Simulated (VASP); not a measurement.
# Li4Nb4O11 (a cell with a defect) in VASP: single point with PBEsol

Aim: the single point of Li4Nb4O11 (a cell with a defect) with PBEsol.

Program: VASP 6.6.1. These are calculated values, not measurements. Logs are shortened: lines on timing, memory, paths and dates and some standing lists are left out, and cuts for length are marked.

**1. The cell of the first run**

The cell holds a defect, 19 atoms: a = 5.195 Å, b = 5.598 Å, c = 7.637 Å, α = 95.84°, β = 90.00°, γ = 90.00°.

**2. Single point, PBEsol**

INCAR

```
SYSTEM = Li4Nb4O11
PREC = Accurate
ENCUT = 520
EDIFF = 1E-6
ISMEAR = 0
SIGMA = 0.05
LREAL = Auto
LASPH = .TRUE.
NELM = 60
ALGO = Normal
ISIF = 2
LWAVE = .FALSE.
LCHARG = .FALSE.
GGA = PS
NELECT = 128.0
NBANDS = 80
```

KPOINTS

```
regular mesh
0
G
  4 4 4
  0 0 0
```

POSCAR

```
Li4Nb4O11
1.0
    5.1950821957      0.0000000000      0.0000000000
    0.0000000000      2.9993821042     -4.7271664166
    0.0000000000      5.9987642083      4.7271664167
Li Nb O
4 4 11
Direct
    0.0000000000      0.2865432153      0.3567283924
    0.5000000000      0.7865432153      0.8567283924
    0.0000000000      0.7134567847      0.6432716076
    0.5000000000      0.2134567847      0.1432716076
    0.0000000000      0.7111568631      0.1444215685
    0.5000000000      0.2111568631      0.6444215685
    0.0000000000      0.2888431369      0.8555784315
    0.5000000000      0.7888431369      0.3555784315
    0.8020967884      0.0253128181      0.7589912829
    0.3020967884      0.5253128181      0.2589912829
    0.3273039138      0.1547135204      0.8883919851
    0.3705992977      0.8526167320      0.5862951967
    0.8705992977      0.3526167320      0.0862951967
    0.1979032116      0.9746871819      0.2410087171
    0.6979032116      0.4746871819      0.7410087171
    0.1726960862      0.3452864796      0.6116080149
    0.7500000000      0.7500000000      0.2500000000
    0.6294007023      0.1473832680      0.4137048033
    0.1294007023      0.6473832680      0.9137048033
```

Potentials or basis: VASP PAW PBE potentials, release 64 (Li_sv, Nb_sv, O).

Command:

```sh
$ cat potpaw_PBE.64/Li_sv/POTCAR potpaw_PBE.64/Nb_sv/POTCAR potpaw_PBE.64/O/POTCAR > POTCAR
$ mpirun -np 1 vasp_std > vasp.out
```

OUTCAR:

```text
SYSTEM = Li4Nb4O11
   PREC = Accurate
   ENCUT = 520
   EDIFF = 1E-6
   ISMEAR = 0
   LREAL = Auto
   LASPH = .TRUE.
   NELM = 60
   ISIF = 2
   GGA = PS
   NELECT = 128.0

 ion  position               nearest neighbor table
   1  0.000  0.287  0.357-  18 2.14  16 2.14  14 2.14  10 2.24  13 2.24
   2  0.500  0.787  0.857-  19 2.14  15 2.14   9 2.24  11 2.24  12 2.24
   3  0.000  0.713  0.643-  12 2.14   9 2.14  15 2.24  16 2.24  19 2.24
   4  0.500  0.213  0.143-  13 2.14  11 2.14  10 2.14  14 2.24  18 2.24
   5  0.000  0.711  0.144-  17 1.53  14 1.89  19 1.89  10 2.12  13 2.12
   6  0.500  0.211  0.644-  16 1.89  15 1.89  18 1.89  11 2.12   9 2.12  12 2.12
   7  0.000  0.289  0.856-  11 1.89   9 1.89  13 1.89  16 2.12  15 2.12  19 2.12
   8  0.500  0.789  0.356-  17 1.53  10 1.89  12 1.89  14 2.12  18 2.12
   9  0.802  0.025  0.759-   7 1.89   6 2.12   3 2.14   2 2.24
  10  0.302  0.525  0.259-   8 1.89   5 2.12   4 2.14   1 2.24
  11  0.327  0.155  0.888-   7 1.89   6 2.12   4 2.14   2 2.24
  12  0.371  0.853  0.586-   8 1.89   6 2.12   3 2.14   2 2.24
  13  0.871  0.353  0.086-   7 1.89   5 2.12   4 2.14   1 2.24
  14  0.198  0.975  0.241-   5 1.89   8 2.12   1 2.14   4 2.24
  15  0.698  0.475  0.741-   6 1.89   7 2.12   2 2.14   3 2.24
  16  0.173  0.345  0.612-   6 1.89   7 2.12   1 2.14   3 2.24
  17  0.750  0.750  0.250-   5 1.53   8 1.53
  18  0.629  0.147  0.414-   6 1.89   8 2.12   1 2.14   4 2.24
  19  0.129  0.647  0.914-   5 1.89   7 2.12   2 2.14   3 2.24

  LATTYP: Found a simple monoclinic cell.
 ALAT       =     5.5984279344
 B/A-ratio  =     0.9279537500
 C/A-ratio  =     1.3642207161
 COS(beta)  =    -0.1018177164

  Lattice vectors:

 A1 = (   0.0000000000,   2.9993821042,  -4.7271664166)
 A2 = (  -5.1950821957,   0.0000000000,   0.0000000000)
 A3 = (   0.0000000000,   5.9987642083,   4.7271664167)

Analysis of symmetry for initial positions (statically):
=====================================================================
 Subroutine PRICEL returns:
 Original cell was already a primitive cell.

 Routine SETGRP: Setting up the symmetry group for a
 simple monoclinic supercell.

 Subroutine GETGRP returns: Found  2 space group operations
 (whereof  1 operations were pure point group operations)
 out of a pool of  4 trial point group operations.

The static configuration has the point symmetry C_1 .
 The point group associated with its full space group is S_2 .

Analysis of symmetry for dynamics (positions and initial velocities):
=====================================================================
 Subroutine PRICEL returns:
 Original cell was already a primitive cell.

 Routine SETGRP: Setting up the symmetry group for a
 simple monoclinic supercell.

 Subroutine GETGRP returns: Found  2 space group operations
 (whereof  1 operations were pure point group operations)
 out of a pool of  4 trial point group operations.

The dynamic configuration has the point symmetry C_1 .
 The point group associated with its full space group is S_2 .

 Subroutine INISYM returns: Found  2 space group operations
 (whereof  1 operations are pure point group operations),
 and found     1 'primitive' translations

----------------------------------------------------------------------------------------

                                     Primitive cell

  volume of cell :     220.9766

  direct lattice vectors                    reciprocal lattice vectors
     5.195082196  0.000000000  0.000000000     0.192489736  0.000000000  0.000000000
     0.000000000  2.999382104 -4.727166417     0.000000000  0.111134001 -0.141028813
     0.000000000  5.998764208  4.727166417     0.000000000  0.111134001  0.070514406

  length of vectors
     5.195082196  5.598427934  7.637491365     0.192489736  0.179554705  0.131617049

  position of ions in fractional coordinates (direct lattice)
     0.000000000  0.286543215  0.356728392
     0.500000000  0.786543215  0.856728392
     0.000000000  0.713456785  0.643271608
     0.500000000  0.213456785  0.143271608
     0.000000000  0.711156863  0.144421569
     0.500000000  0.211156863  0.644421569
[... 11 lines left out ...]
     0.629400702  0.147383268  0.413704803
     0.129400702  0.647383268  0.913704803

  ion indices of the primitive-cell ions
   primitive index   ion index
                 1           1
                 2           2
                 3           3
                 4           4
                 5           5
                 6           6
[... 11 lines left out ...]
                18          18
                19          19

----------------------------------------------------------------------------------------

 KPOINTS: regular mesh

Automatic generation of k-mesh.
 Grid dimensions read from file:
 generate k-points for:    4    4    4

 Generating k-lattice:

  Cartesian coordinates                     Fractional coordinates (reciprocal lattice)
     0.048122434  0.000000000  0.000000000     0.250000000  0.000000000  0.000000000
     0.000000000  0.027783500 -0.035257203     0.000000000  0.250000000  0.000000000
     0.000000000  0.027783500  0.017628602     0.000000000  0.000000000  0.250000000

  Length of vectors
     0.048122434  0.044888676  0.032904262

  Shift w.r.t. Gamma in fractional coordinates (k-lattice)
     0.000000000  0.000000000  0.000000000

 Subroutine IBZKPT returns following result:
 ===========================================

 Found     36 irreducible k-points:

 Following reciprocal coordinates:
            Coordinates               Weight
  0.000000  0.000000  0.000000      1.000000
  0.250000  0.000000  0.000000      2.000000
  0.500000  0.000000  0.000000      1.000000
  0.000000  0.250000  0.000000      2.000000
  0.250000  0.250000  0.000000      2.000000
  0.250000 -0.250000 -0.000000      2.000000
[... 16 lines left out ...]
  0.000000 -0.250000  0.250000      2.000000
  0.250000 -0.250000  0.250000      2.000000
 [... further k-points ...]
   k-points           NKPTS =     36   k-points in BZ     NKDIM =     36   number of bands    NBANDS=     80
   number of dos      NEDOS =    301   number of ions     NIONS =     19
   total plane-waves  NPLWV = 100800
   dimension x,y,z NGX =    40 NGY =   42 NGZ =   60
   dimension x,y,z NGXF=    80 NGYF=   84 NGZF=  120
   ions per type =               4   4  11
   NGX,Y,Z   is equivalent  to a cutoff of  12.80, 12.47, 13.06 a.u.
   NGXF,Y,Z  is equivalent  to a cutoff of  25.60, 24.94, 26.12 a.u.
 SYSTEM =  Li4Nb4O11
   PREC   = accura    normal or accurate (medium, high low for compatibility)
   ISTART =      0    job   : 0-new  1-cont  2-samecut
   ICHARG =      2    charge: 1-file 2-atom 10-const
   ISPIN  =      1    spin polarized calculation?
   LNONCOLLINEAR =      F non collinear calculations
   LSORBIT =      F    spin-orbit coupling
   LASPH  =      T    aspherical Exc in radial PAW
   ENCUT  =  520.0 eV  38.22 Ry    6.18 a.u.   9.66 10.41 14.20*2*pi/ulx,y,z
   NELM   =     60;   NELMIN=  2; NELMDL= -5     # of ELM steps
   EDIFF  = 0.1E-05   stopping-criterion for ELM
   LREAL  =      T    real-space projection
   EDIFFG = 0.1E-04   stopping-criterion for IOM
   NSW    =      0    number of steps for IOM
[... 5 lines left out ...]
   TEBEG  =    0.0;   TEEND  =   0.0 temperature during run
   PSTRESS=    0.0 pullay stress
   NELECT =     128.0000    total number of electrons
   NUPDOWN=      -1.0000    fix difference up-down
   EMIN   =  10.00;   EMAX   =-10.00  energy-range for DOS
   EFERMI =   0.00;   METHOD = LEGACY
   ISMEAR =     0;   SIGMA  =   0.05  broadening in eV -4-tet -1-fermi 0-gaus
   EFERMI_NEDOS =   21; number of points for ismear=-14 and -15
   IALGO  =     38    algorithm
   IMIX   =      4    mixing-type and parameters
     AMIX     =   0.40;   BMIX     =  1.00
     AMIX_MAG =   1.60;   BMIX_MAG =  1.00
  volume/ion in A,a.u.               =      11.63        78.49
  Fermi-wavevector in a.u.,A,eV,Ry     =   1.364675  2.578863 25.338660  1.862339
  Thomas-Fermi vector in A             =   2.490970
   LORBIT       =      0    0 simple, 1 ext, 2 COOP (PROOUT), +10 PAW based schemes
   GGA     = PS    functional components
   LHFCALC =     F    Hartree Fock is set to
   AEXX    =    0.0000 exact exchange contribution
   IVDW    =     0    specifies the selected vdW correction
   LEPSILON=     F    determine dielectric tensor
   LRPA    =     F    only Hartree local field effects (RPA)
 non-spin polarized calculation
 Gauss-broadening in eV      SIGMA  =   0.05
  energy-cutoff  :      520.00
  volume of cell :      220.98
 maximum number of plane-waves:      5983
 NGX is ok and might be reduce to    40
   NGX = 19   NGY = 21   NGZ = 29

 number of electron     127.9999977 magnetization

 Free energy of the ion-electron system (eV)
  ---------------------------------------------------
  ext. energy  EPLUGINS =         0.00000000
  ---------------------------------------------------
  free energy    TOTEN  =      -158.83128788 eV

  energy without entropy =     -158.83128788  energy(sigma->0) =     -158.83128788

 E-fermi :   3.5016     XC(G=0): -10.2579

 val. band max:        3.2631024159   @ k =   0.0000   0.2500   0.0000
 cond. band min:       5.3463168759   @ k =   0.0000   0.0000   0.0000
 fundamental gap:      2.0832144601
 Fermi energy:         3.5015565824

 k-point     1 :       0.0000    0.0000    0.0000
  band No.  band energies     occupation
      1     -51.7824      2.00000
      2     -51.6896      2.00000
      3     -50.5267      2.00000
      4     -50.4682      2.00000
      5     -38.9776      2.00000
      6     -38.9703      2.00000
[... 68 lines left out ...]
     75       8.3728      0.00000
     76       8.5272      0.00000

 k-point     2 :       0.2500    0.0000    0.0000
  band No.  band energies     occupation
      1     -51.7717      2.00000
      2     -51.7004      2.00000
      3     -50.5182      2.00000
      4     -50.4768      2.00000
      5     -38.9765      2.00000
      6     -38.9714      2.00000
[... 1730 lines left out ...]
 k-point    24 :       0.2500   -0.2500    0.2500
  band No.  band energies     occupation
      1     -51.7717      2.00000
      2     -51.7004      2.00000
      3     -50.5182      2.00000
      4     -50.4768      2.00000
      5     -38.9765      2.00000
      6     -38.9713      2.00000
[... 68 lines left out ...]
     75       8.4771      0.00000
     76       8.5455      0.00000

 [... further k-points ...]

 [bands above 76 left out]

------------------------ aborting loop because EDIFF is reached ----------------------------------------

  FORCE on cell =-STRESS in cart. coord.  units (eV):
  Direction    XX          YY          ZZ          XY          YZ          ZX
  --------------------------------------------------------------------------------------
  -------------------------------------------------------------------------------------
  Total       35.1183604      2.6892995    -16.9162931    -30.3006402      9.6043522    -13.6703078
  in kB      254.6234793     19.4985982   -122.6505271   -219.6929002     69.6357562    -99.1157132
  external PRESSURE =      50.4905168 kB  Pullay stress =       0.0000000 kB

 VOLUME and BASIS-vectors are now :
 -----------------------------------------------------------------------------
  energy-cutoff  :      520.00
  volume of cell :      220.98
      direct lattice vectors                 reciprocal lattice vectors
     5.195082196  0.000000000  0.000000000     0.192489736  0.000000000  0.000000000
     0.000000000  2.999382104 -4.727166417     0.000000000  0.111134001 -0.141028813
     0.000000000  5.998764208  4.727166417     0.000000000  0.111134001  0.070514406

 POSITION                                       TOTAL-FORCE (eV/Angst)
 -----------------------------------------------------------------------------------
      0.00000      2.99938      0.33178         0.373963     -0.251896      0.664254
      2.59754      7.49846      0.33178        -0.460446     -0.883502     -0.555001
      0.00000      5.99876     -0.33178         0.460446      0.883502      0.555001
      2.59754      1.49969     -0.33178        -0.373963      0.251896     -0.664254
      0.00000      2.99938     -2.67905        24.733851    -13.513061     -3.219215
      2.59754      4.49907      2.04811        -0.536801      1.206738      0.456421
[... 11 lines left out ...]
      3.26979      2.92378      1.25895         0.362360     -1.543849     -0.421737
      0.67225      7.42285      1.25895        -0.897041      0.143906     -0.715914
 -----------------------------------------------------------------------------------
    total drift:                                0.000000      0.000000     -0.000000

  FREE ENERGIE OF THE ION-ELECTRON SYSTEM (eV)
  ---------------------------------------------------
  free  energy   TOTEN  =      -158.8312878841 eV

  energy  without entropy=     -158.8312878841  energy(sigma->0) =     -158.83128788
```

Wall time 35 min (1 thread of Intel Xeon 8259CL, shared host); peak memory 0.55 GiB.

What came out:

- Free energy: -158.8313 eV
- Largest force: 28.368 eV/Å

Forces in eV/Å, atoms in the order of the input:
```
Li    0.374  -0.252   0.664
Li   -0.460  -0.884  -0.555
Li    0.460   0.884   0.555
Li   -0.374   0.252  -0.664
Nb   24.734 -13.513  -3.219
Nb   -0.537   1.207   0.456
Nb    0.537  -1.207  -0.456
Nb  -24.734  13.513   3.219
O    -0.077   0.020   0.390
O    -1.226  -0.058  -0.554
O     0.151   0.024   0.170
O     0.897  -0.144   0.716
O    -0.362   1.544   0.422
O     1.226   0.058   0.554
O     0.077  -0.020  -0.390
O    -0.151  -0.024  -0.170
O     0.000   0.000   0.000
O     0.362  -1.544  -0.422
O    -0.897   0.144  -0.716
```

Caveat: the cell carries a net charge on a neutralising background, which shifts energy and pressure; the cell differs from its parent crystal (atoms taken out, atom 17 moved 0.500 of the way to it and -0.000 Å across, host rigid); the cell is charged against a uniform background, so pressure and absolute levels hang on convention; the cutoff is under 1.25 times the usual one of these potentials, so pressure, stress and relaxed cells hold a basis-set (Pulay) error; the PAW data sets were made with another functional, which shifts forces and pressure a little.
